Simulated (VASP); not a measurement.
# HfN: single point with PBE

Crystal: HfN.

```
CELL_PARAMETERS angstrom
0.00000 2.25600 2.25600
2.25600 0.00000 2.25600
2.25600 2.25600 0.00000
ATOMIC_POSITIONS crystal
Hf 0.00000 0.00000 0.00000
N 0.50000 0.50000 0.50000
```

| Quantity | Value |
| --- | --- |
| Program | VASP 6.6.1 |
| Task | single point |
| Functional | PBE |
| Potentials or basis | VASP PAW PBE potentials, release 64 (Hf_pv, N) |
| Cutoff | 520 eV |
| k mesh | 12 × 12 × 12 |
| Occupations | gaussian, width 0.05 eV |
| Spin | no spin polarisation |
| Dipole correction | no |
| k mesh for the DOS | 18 × 18 × 18 |
| Occupations for the DOS | tetrahedron |
| Further INCAR settings | ALGO = Normal; EDIFF = 1e-07; NBANDS = 14 |

The valence electrons inside the program's atomic spheres are Hf 8.63; N 3.75.

Levels at points of the mesh, in eV from the Fermi level:
| k point | band 6 | band 7 | band 8 | band 9 | band 10 | band 11 |
| --- | --- | --- | --- | --- | --- | --- |
| (0.00, 0.00, 0.00) | -3.07 | -3.07 | -0.37 | -0.37 | -0.37 | 1.81 |
| (0.50, 0.00, 0.00) | -6.23 | -6.23 | 3.27 | 3.70 | 3.70 | 4.42 |
| (0.50, 0.50, 0.00) | -3.85 | -3.73 | -3.73 | 4.10 | 5.53 | 5.53 |

It took 26 s on 1 thread of Intel(R) Xeon(R) Platinum 8488C (Sapphire Rapids), on a shared host, peak memory 0.19 GiB.

Caveat: spin-orbit coupling is left out, which moves the levels of the heavy elements.
